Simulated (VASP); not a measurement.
Input of a VASP 6.6.1 run:

File INCAR:

```
ALGO     = Normal         # electronic algorithm
EDIFF    = 1E-6           # SCF threshold, eV
ENCUT    = 520            # plane-wave cutoff, eV
GGA      = CA             # functional
ISIF     = 2              # what is computed and relaxed
ISMEAR   = -1             # smearing method
LASPH    = T              # aspherical terms in the spheres
LCHARG   = F              # write CHGCAR
LREAL    = F              # projectors in reciprocal space
LWAVE    = F              # write WAVECAR
NBANDS   = 8              # bands
NELM     = 60             # most SCF steps
PREC     = Accurate       # precision mode
SIGMA    = 0.1            # smearing width, eV
```

KPOINTS

```
k-points
0
Gamma
  13 13 13
```

POSCAR

```
As
1.0
    2.7036800000     -0.0450613333      0.0000000000
   -0.0450613333      2.7036800000      0.0000000000
    0.0000000000      0.0000000000      2.7036800000
As
1
Direct
    0.5000000000      0.5000000000      0.5000000000
```

Potentials or basis: VASP PAW LDA potentials, release 64 (As).

The run is started by

```console
$ cat potpaw_LDA.64/As/POTCAR > POTCAR
$ mpirun -np 1 vasp_std > vasp.out
```

Problem. Estimate the pressure.

Solution. -2.5 GPa.

Stress tensor (GPa, compression positive):
```
-2.53  1.03  0.00
 1.03 -2.53  0.00
 0.00  0.00 -2.54
```
